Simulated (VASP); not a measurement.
Set up this calculation in VASP 6.6.1, as the native input.

- Task: single point
- Functional: PBEsol
- Potentials or basis: VASP PAW PBE potentials, release 64 (Pd)
- Cutoff: 520 eV
- k mesh: 11 × 11 × 11
- Occupations: fermi-dirac, width 0.1 eV
- Spin: no spin polarisation
- Dipole correction: no
- Further INCAR settings: ALGO = Normal; EDIFF = 1e-06; NBANDS = 17

The structure of Pd lies in POSCAR:

```
Pd
1.0
    0.0000000000      2.8816938956      2.8816938956
    2.8816938956      0.0000000000      2.8816938956
    2.8816938956      2.8816938956      0.0000000000
Pd
2
Direct
    0.1250000000      0.1250000000      0.1250000000
    0.8750000000      0.8750000000      0.8750000000
```

This cell differs from its parent crystal: volume scaled by 1.04.

These files were run (other wordings do the same):

INCAR

```
SYSTEM = Pd
PREC = Accurate
ENCUT = 520
EDIFF = 1E-6
ISMEAR = -1
SIGMA = 0.1
LREAL = .FALSE.
LASPH = .TRUE.
NELM = 100
ALGO = Normal
ISIF = 2
LWAVE = .FALSE.
LCHARG = .TRUE.
GGA = PS
LELF = .TRUE.
LVHAR = .TRUE.
NBANDS = 17
```

KPOINTS

```
regular mesh
0
G
  11 11 11
  0 0 0
```

Potentials or basis: VASP PAW PBE potentials, release 64 (Pd).

The run is started by

```sh
$ cat potpaw_PBE.64/Pd/POTCAR > POTCAR
$ mpirun -np 1 vasp_std > vasp.out
```

It gave:

* Pressure: -3.3 GPa
* Band gap on the k mesh: zero (band 10 reaches 4.04 eV, above the bottom of band 11 at 3.63 eV)

Caveat: the PAW data sets were made with another functional, which shifts forces and pressure a little.

Run time: 15 s on 1 thread of Intel(R) Xeon(R) 6975P-C (Granite Rapids), on a shared host, peak memory 0.18 GiB.
